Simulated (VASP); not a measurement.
Wanted: the native input for a VASP 6.6.1 run.

| Property | Result |
| --- | --- |
| Task | single point |
| Functional | LDA |
| Potentials or basis | VASP PAW LDA potentials, release 64 (Ca_sv, O) |
| Cutoff | 520 eV |
| k mesh | 8 × 8 × 8 |
| Occupations | gaussian, width 0.01 eV |
| Spin | no spin polarisation |
| Dipole correction | no |
| Further INCAR settings | ALGO = Normal; EDIFF = 1e-07; NBANDS = 15 |

The structure of CaO lies in POSCAR:

```
CaO
1.0
    2.3657195676      2.3657195676      0.0000000000
   -2.3657195676      2.3657195676      0.0000000000
    0.0000000000      2.3657195676      2.3468879690
Ca O
1 1
Direct
    0.0000000000      0.0000000000      0.0000000000
    0.5000000000      0.5000000000      0.0000000000
```

This cell differs from its parent crystal: in-plane strain +0.005.

These files were run (other wordings do the same):

INCAR

```
PREC     = Accurate       # precision mode
ENCUT    = 520            # plane-wave cutoff, eV
EDIFF    = 1E-7           # SCF threshold, eV
ISMEAR   = 0              # smearing method
SIGMA    = 0.01           # smearing width, eV
LREAL    = F              # projectors in reciprocal space
LASPH    = T              # aspherical terms in the spheres
NELM     = 60             # most SCF steps
ALGO     = Normal         # electronic algorithm
ISIF     = 2              # what is computed and relaxed
LWAVE    = F              # write WAVECAR
LCHARG   = F              # write CHGCAR
GGA      = CA             # functional
NBANDS   = 15             # bands
```

KPOINTS

```
Automatic mesh
0
Gamma
  8 8 8
```

Potentials or basis: VASP PAW LDA potentials, release 64 (Ca_sv, O).

Run with:

```console
$ cat potpaw_LDA.64/Ca_sv/POTCAR potpaw_LDA.64/O/POTCAR > POTCAR
$ mpirun -np 1 vasp_std > vasp.out
```

Results of the run:

The pressure is 0.1 GPa and the band gap on the k mesh is 3.39 eV, indirect (least direct gap 3.77 eV).

Caveat: the cell differs from its parent crystal (in-plane strain +0.005).

Wall time 24 s on 1 thread of Intel Xeon 6975P-C (shared host), peak memory 0.16 GiB.
